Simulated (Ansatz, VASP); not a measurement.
One calculation of Si, two programs

```
CELL_PARAMETERS angstrom
-3.50112 3.50112 1.86575
3.50112 -3.50112 1.86575
3.50112 3.50112 -1.86575
ATOMIC_POSITIONS crystal
Si 0.17873 0.17873 0.35746
Si 0.82127 0.82127 0.64254
Si 0.17873 0.82127 0.00000
Si 0.82127 0.17873 0.00000
```

Alike in both runs: task single point; functional PBEsol; k mesh 12 × 12 × 12; occupations gaussian, width 0.03 eV; no spin polarisation.

|  | VASP | Ansatz |
| --- | --- | --- |
| version | VASP 6.6.1 | Ansatz 0.2.0 |
| potentials or method | VASP PAW PBE potentials, release 64 (Si), cutoff 520 eV | scalar-relativistic, plane waves, PAW |
| valence electrons in the cell | 16 | 16 |

VASP gave:

```
gap on the k mesh at the Fermi level (eV)                     : none
pressure (GPa)                                                : -4.9
traceless stress, the component that is largest in VASP (GPa) : 7.82
rms of the force components (eV/Å)                            : 0.408
```

Q: What did Ansatz give for the same quantities?

A: gap on the k mesh at the Fermi level (eV): none; pressure (GPa): -5.0; traceless stress, the component that is largest in VASP (GPa): 7.78; rms of the force components (eV/Å): 0.406.

VASP's potentials were made for PBE, not for PBEsol, and Ansatz warns of the same on its side. Atom by atom the forces differ by 0.002 eV/Å (rms over components). A gap of «none» marks a metal or a gap that the smearing closes.
